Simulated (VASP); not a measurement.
# KBe3Zn (Pm-3m) in VASP: a series of runs, part 2 of 2

VASP 6.6.1.

**3. Relaxation of cell and atoms, PBE**

This run uses another cell than the first one, of 17.31 Å³/atom.

Input file INCAR:

```
SYSTEM = KBe3Zn
ALGO = Normal
EDIFF = 1E-7
EDIFFG = -0.01
ENCUT = 600
GGA = PE
IBRION = 2
ISIF = 3
ISMEAR = 0
LASPH = .True.
LCHARG = .False.
LREAL = .False.
LWAVE = .False.
NELM = 100
NSW = 100
PREC = Accurate
SIGMA = 0.1
```

Input file KPOINTS:

```
k-points
0
Gamma
  8 8 8
  0 0 0
```

Input file POSCAR:

```
KBe3Zn
1.0
    4.4231962874      0.0000000000      0.0000000000
    0.0000000000      4.4231962874      0.0000000000
    0.0000000000      0.0000000000      4.4231962874
K Be Zn
1 3 1
Direct
    0.0000000000      0.0000000000      0.0000000000
    0.0000000000      0.5000000000      0.5000000000
    0.5000000000      0.5000000000      0.0000000000
    0.5000000000      0.0000000000      0.5000000000
    0.5000000000      0.5000000000      0.5000000000
```

Potentials or basis: VASP PAW PBE potentials, release 64 (K_sv, Be, Zn).

On the command line:

```console
cat potpaw_PBE.64/K_sv/POTCAR potpaw_PBE.64/Be/POTCAR potpaw_PBE.64/Zn/POTCAR > POTCAR
mpirun -np 1 vasp_std > vasp.out
```

OUTCAR:

```text
SYSTEM = KBe3Zn
   EDIFF = 1E-7
   EDIFFG = -0.01
   ENCUT = 600
   GGA = PE
   IBRION = 2
   ISIF = 3
   ISMEAR = 0
   LASPH = .True.
   LREAL = .False.
   NELM = 100
   NSW = 100
   PREC = Accurate

 ion  position               nearest neighbor table
   1  0.000  0.000  0.000-
   2  0.000  0.500  0.500-   5 2.21   5 2.21
   3  0.500  0.500  0.000-   5 2.21   5 2.21
   4  0.500  0.000  0.500-   5 2.21   5 2.21
   5  0.500  0.500  0.500-   2 2.21   3 2.21   4 2.21   3 2.21   4 2.21   2 2.21

  LATTYP: Found a simple cubic cell.
 ALAT       =     4.4231962874

  Lattice vectors:

 A1 = (   4.4231962874,   0.0000000000,   0.0000000000)
 A2 = (   0.0000000000,   4.4231962874,   0.0000000000)
 A3 = (   0.0000000000,   0.0000000000,   4.4231962874)

Analysis of symmetry for initial positions (statically):
=====================================================================
 Subroutine PRICEL returns:
 Original cell was already a primitive cell.

 Routine SETGRP: Setting up the symmetry group for a
 simple cubic supercell.

 Subroutine GETGRP returns: Found 48 space group operations
 (whereof 48 operations were pure point group operations)
 out of a pool of 48 trial point group operations.

The static configuration has the point symmetry O_h .

Analysis of symmetry for dynamics (positions and initial velocities):
=====================================================================
 Subroutine PRICEL returns:
 Original cell was already a primitive cell.

 Routine SETGRP: Setting up the symmetry group for a
 simple cubic supercell.

 Subroutine GETGRP returns: Found 48 space group operations
 (whereof 48 operations were pure point group operations)
 out of a pool of 48 trial point group operations.

The dynamic configuration has the point symmetry O_h .

 Subroutine INISYM returns: Found 48 space group operations
 (whereof 48 operations are pure point group operations),
 and found     1 'primitive' translations

----------------------------------------------------------------------------------------

                                     Primitive cell

  volume of cell :      86.5384

  direct lattice vectors                    reciprocal lattice vectors
     4.423196287  0.000000000  0.000000000     0.226080855  0.000000000  0.000000000
     0.000000000  4.423196287  0.000000000     0.000000000  0.226080855  0.000000000
     0.000000000  0.000000000  4.423196287     0.000000000  0.000000000  0.226080855

  length of vectors
     4.423196287  4.423196287  4.423196287     0.226080855  0.226080855  0.226080855

  position of ions in fractional coordinates (direct lattice)
     0.000000000  0.000000000  0.000000000
     0.000000000  0.500000000  0.500000000
     0.500000000  0.500000000  0.000000000
     0.500000000  0.000000000  0.500000000
     0.500000000  0.500000000  0.500000000

  ion indices of the primitive-cell ions
   primitive index   ion index
                 1           1
                 2           2
                 3           3
[... 36 lines left out ...]
  0.125000  0.125000  0.000000     12.000000
[... 16 lines left out ...]
  0.375000  0.375000  0.125000     24.000000
  0.500000  0.375000  0.125000     24.000000
 [... further k-points ...]
   k-points           NKPTS =     35   k-points in BZ     NKDIM =     35   number of bands    NBANDS=     17
   number of dos      NEDOS =    301   number of ions     NIONS =      5
   total plane-waves  NPLWV =  46656
   dimension x,y,z NGX =    36 NGY =   36 NGZ =   36
   dimension x,y,z NGXF=    72 NGYF=   72 NGZF=   72
   ions per type =               1   3   1
   NGX,Y,Z   is equivalent  to a cutoff of  13.53, 13.53, 13.53 a.u.
   NGXF,Y,Z  is equivalent  to a cutoff of  27.06, 27.06, 27.06 a.u.
 SYSTEM =  KBe3Zn
   PREC   = accura    normal or accurate (medium, high low for compatibility)
   ISTART =      0    job   : 0-new  1-cont  2-samecut
   ICHARG =      2    charge: 1-file 2-atom 10-const
   ISPIN  =      1    spin polarized calculation?
   LNONCOLLINEAR =      F non collinear calculations
   LSORBIT =      F    spin-orbit coupling
   LASPH  =      T    aspherical Exc in radial PAW
   ENCUT  =  600.0 eV  44.10 Ry    6.64 a.u.   8.83  8.83  8.83*2*pi/ulx,y,z
   NELM   =    100;   NELMIN=  2; NELMDL= -5     # of ELM steps
   EDIFF  = 0.1E-06   stopping-criterion for ELM
   LREAL  =      F    real-space projection
   EDIFFG = -.1E-01   stopping-criterion for IOM
   NSW    =    100    number of steps for IOM
   IBRION =      2    ionic relax: 0-MD 1-quasi-New 2-CG
   NFREE  =      1    steps in history (QN), initial steepest desc. (CG)
   ISIF   =      3    stress and relaxation
   ISYM   =      2    0-nonsym 1-usesym 2-fastsym
   POTIM  = 0.5000    time-step for ionic-motion
   TEBEG  =    0.0;   TEEND  =   0.0 temperature during run
   PSTRESS=    0.0 pullay stress
   NELECT =      27.0000    total number of electrons
   NUPDOWN=      -1.0000    fix difference up-down
   EMIN   =  10.00;   EMAX   =-10.00  energy-range for DOS
   EFERMI =   0.00;   METHOD = LEGACY
   ISMEAR =     0;   SIGMA  =   0.10  broadening in eV -4-tet -1-fermi 0-gaus
   EFERMI_NEDOS =   21; number of points for ismear=-14 and -15
   IALGO  =     38    algorithm
   IMIX   =      4    mixing-type and parameters
     AMIX     =   0.40;   BMIX     =  1.00
     AMIX_MAG =   1.60;   BMIX_MAG =  1.00
  volume/ion in A,a.u.               =      17.31       116.80
  Fermi-wavevector in a.u.,A,eV,Ry     =   1.110350  2.098257 16.774310  1.232877
  Thomas-Fermi vector in A             =   2.246900
   LORBIT       =      0    0 simple, 1 ext, 2 COOP (PROOUT), +10 PAW based schemes
   GGA     = PE    functional components
   LHFCALC =     F    Hartree Fock is set to
   AEXX    =    0.0000 exact exchange contribution
   IVDW    =     0    specifies the selected vdW correction
   LEPSILON=     F    determine dielectric tensor
   LRPA    =     F    only Hartree local field effects (RPA)
 conjugate gradient relaxation of ions
 non-spin polarized calculation
 Gauss-broadening in eV      SIGMA  =   0.10
  energy-cutoff  :      600.00
  volume of cell :       86.54
 maximum number of plane-waves:      2945
 NGX is ok and might be reduce to    36
   NGX = 17   NGY = 17   NGZ = 17

--------------------------------------- Ionic step        1  -------------------------------------------

 number of electron      26.9999994 magnetization

 Free energy of the ion-electron system (eV)
  ---------------------------------------------------
  ext. energy  EPLUGINS =         0.00000000
  ---------------------------------------------------
  free energy    TOTEN  =        -9.50393597 eV

  energy without entropy =       -9.49751065  energy(sigma->0) =       -9.50072331

------------------------ aborting loop because EDIFF is reached ----------------------------------------

  FORCE on cell =-STRESS in cart. coord.  units (eV):
  Direction    XX          YY          ZZ          XY          YZ          ZX
  --------------------------------------------------------------------------------------
  -------------------------------------------------------------------------------------
  Total        0.2770407      0.2770407      0.2770407      0.0000000      0.0000000     -0.0000000
  in kB        5.1291510      5.1291510      5.1291510      0.0000000      0.0000000     -0.0000000
  external PRESSURE =       5.1291510 kB  Pullay stress =       0.0000000 kB
[... 65 lines left out ...]
--------------------------------------- Ionic step        3  -------------------------------------------

 number of electron      26.9999997 magnetization

 Free energy of the ion-electron system (eV)
  ---------------------------------------------------
  ext. energy  EPLUGINS =         0.00000000
  ---------------------------------------------------
  free energy    TOTEN  =        -9.50537308 eV

  energy without entropy =       -9.49901630  energy(sigma->0) =       -9.50219469

 E-fermi :   2.4347     XC(G=0):  -9.0652

 val. band max:        2.4108404863   @ k =   0.5000   0.2500   0.2500
 cond. band min:       2.4456346017   @ k =   0.5000   0.3750   0.3750
 fundamental gap:      0.0347941155
 Fermi energy:         2.4346718891

 k-point     1 :       0.0000    0.0000    0.0000
  band No.  band energies     occupation
      1     -27.8900      2.00000
      2     -11.4620      2.00000
      3     -11.4620      2.00000
      4     -11.4620      2.00000
      5      -5.6409      2.00000
      6      -5.6409      2.00000
[... 457 lines left out ...]
      4     -11.4515      2.00000
      5      -5.6335      2.00000
      6      -5.6259      2.00000
[... 9 lines left out ...]
     16       3.9265      0.00000
     17       5.2903      0.00000

 [... further k-points ...]

------------------------ aborting loop because EDIFF is reached ----------------------------------------

  FORCE on cell =-STRESS in cart. coord.  units (eV):
  Direction    XX          YY          ZZ          XY          YZ          ZX
  --------------------------------------------------------------------------------------
  -------------------------------------------------------------------------------------
  Total       -0.0097207     -0.0097207     -0.0097207     -0.0000000      0.0000000      0.0000000
  in kB       -0.1780162     -0.1780162     -0.1780162     -0.0000000      0.0000000      0.0000000
  external PRESSURE =      -0.1780162 kB  Pullay stress =       0.0000000 kB
[... 20 lines left out ...]
  FREE ENERGIE OF THE ION-ELECTRON SYSTEM (eV)
  ---------------------------------------------------
  free  energy   TOTEN  =        -9.5053730828 eV

  energy  without entropy=       -9.4990163047  energy(sigma->0) =       -9.50219469

 reached required accuracy - stopping structural energy minimisation
```

CONTCAR:

```text
KBe3Zn
   1.00000000000000
     4.4393156578843707    0.0000000000000000   -0.0000000000000000
     0.0000000000000000    4.4393156578843707   -0.0000000000000000
     0.0000000000000000    0.0000000000000000    4.4393156578843707
  K               Be              Zn
     1     3     1
Direct
     0.0000000000000000    0.0000000000000000    0.0000000000000000
     0.0000000000000000    0.5000000000000000    0.5000000000000000
     0.5000000000000000    0.5000000000000000    0.0000000000000000
     0.5000000000000000    0.0000000000000000    0.5000000000000000
     0.5000000000000000    0.5000000000000000    0.5000000000000000

  0.00000000E+00  0.00000000E+00  0.00000000E+00
  0.00000000E+00  0.00000000E+00  0.00000000E+00
  0.00000000E+00  0.00000000E+00  0.00000000E+00
  0.00000000E+00  0.00000000E+00  0.00000000E+00
  0.00000000E+00  0.00000000E+00  0.00000000E+00
```

Wall time 69 s (1 thread of Intel Xeon 6975P-C (Granite Rapids), shared host); peak memory 0.26 GiB.

Results:

| Quantity | Value |
| --- | --- |
| Free energy | -9.5054 eV |
| Relaxed volume | 17.50 Å³/atom |
| Relaxed cell | a = 4.439 Å, b = 4.439 Å, c = 4.439 Å, α = 90.00°, β = 90.00°, γ = 90.00° |
| Space group after relaxing (to 0.1 Å) | Pm-3m (No. 221) |
| Energy gained by relaxing | 0.3 meV/atom |
| Ionic steps | 3 |
| Pressure after relaxing | 0.0 GPa |
| Band gap on the k mesh | zero (an odd number of electrons rules out a gap without spin polarisation) |

Step by step:
```
step  energy change (eV)  largest force (eV/Å)  pressure (GPa)  volume (Å³)
   1              0.0000                0.0000            0.51        86.54
   2             -0.0014                0.0000            0.12        87.23
   3             -0.0014                0.0000           -0.02        87.49
```

Final structure:
```xyz
5
Lattice="4.4393 0.0000 0.0000 0.0000 4.4393 0.0000 0.0000 0.0000 4.4393" Properties=species:S:1:pos:R:3 pbc="T T T"
K     0.0000    0.0000    0.0000
Be    0.0000    2.2197    2.2197
Be    2.2197    2.2197    0.0000
Be    2.2197    0.0000    2.2197
Zn    2.2197    2.2197    2.2197
```

Levels at points of the mesh, in eV from the Fermi level:
| k point | band 11 | band 12 | band 13 | band 14 | band 15 | band 16 |
| --- | --- | --- | --- | --- | --- | --- |
| (0.00, 0.00, 0.00) | -1.69 | -1.69 | -1.69 | 0.13 | 0.13 | 2.50 |
| (0.50, 0.00, 0.00) | -4.74 | -1.33 | -1.33 | 1.13 | 1.63 | 2.24 |
| (0.50, 0.50, 0.00) | -3.56 | -3.56 | -1.47 | -0.27 | 1.71 | 1.71 |
| (0.50, 0.50, 0.50) | -3.15 | -3.15 | -3.15 | -0.46 | -0.46 | -0.46 |

**4. Single point, PBE**

This run uses another cell than the first one, of 14.22 Å³/atom.

Input file INCAR:

```
ALGO = Normal ; EDIFF = 1E-6
ENCUT = 520 ; GGA = PE
ISIF = 2 ; ISMEAR = 0
LASPH = T ; LCHARG = F
LREAL = F ; LWAVE = F
NBANDS = 22 ; NELM = 100
PREC = Accurate ; SIGMA = 0.1
```

Input file KPOINTS:

```
k-points
0
Gamma
  4 4 4
```

Edit POSCAR of step 3 so:

```diff
@@ -2,5 +2,5 @@
 1.0
-    4.4231962874      0.0000000000      0.0000000000
-    0.0000000000      4.4231962874      0.0000000000
-    0.0000000000      0.0000000000      4.4231962874
+    4.1424218700      0.0000000000      0.0000000000
+    0.0000000000      4.1424218700      0.0000000000
+    0.0000000000      0.0000000000      4.1424218700
 K Be Zn
```

On the command line:

```console
cat potpaw_PBE.64/K_sv/POTCAR potpaw_PBE.64/Be/POTCAR potpaw_PBE.64/Zn/POTCAR > POTCAR
mpirun -np 1 vasp_std > vasp.out
```

Wall time 7.9 s (1 thread of Intel Xeon 6975P-C (Granite Rapids), shared host); peak memory 0.18 GiB.

The run converged. Its results:

```
Free energy            : -8.7753 eV
Pressure               : 14.5 GPa
Band gap on the k mesh : zero (an odd number of electrons rules out a gap without spin polarisation)
```

Levels at points of the mesh, in eV from the Fermi level:
```csv
k point,band 9,band 10,band 11,band 12,band 13,band 14,band 15,band 16,band 17,band 18
"(0.00, 0.00, 0.00)",-8.36,-8.36,-1.95,-1.95,-1.95,0.34,0.34,3.48,4.56,4.56
"(0.50, 0.00, 0.00)",-8.35,-7.29,-5.28,-1.68,-1.68,0.88,2.66,2.81,2.81,3.06
"(0.50, 0.50, 0.00)",-8.42,-7.05,-3.67,-3.67,-1.71,-0.35,1.72,1.72,2.85,4.31
"(0.50, 0.50, 0.50)",-8.46,-6.30,-3.39,-3.39,-3.39,-0.35,-0.35,-0.35,6.22,7.92
```

Caveat: the k points lie up to 0.38 Å⁻¹ apart, too coarse for converged energies and pressures of a metal.

**5. The runs side by side**

```csv
task,cell,k mesh,cutoff (eV),gap on the mesh (eV),pressure (GPa)
single point,"a = 4.434 Å, 5 atoms",8 × 8 × 8,520,none,0.1
relaxation of cell and atoms,"relaxed from a = 4.423 Å, 5 atoms",8 × 8 × 8,600,none,0.0
single point,"a = 4.142 Å, 5 atoms",4 × 4 × 4,520,none,14.5
```

Alike in all rows: level PBE; potentials or basis VASP PAW PBE potentials, release 64 (K_sv, Be, Zn); no spin polarisation; smearing gaussian 0.1 eV.

Caveats: some runs use coarse meshes.

Total energies depend on the potentials used, so only differences within one code and one set of settings carry meaning.
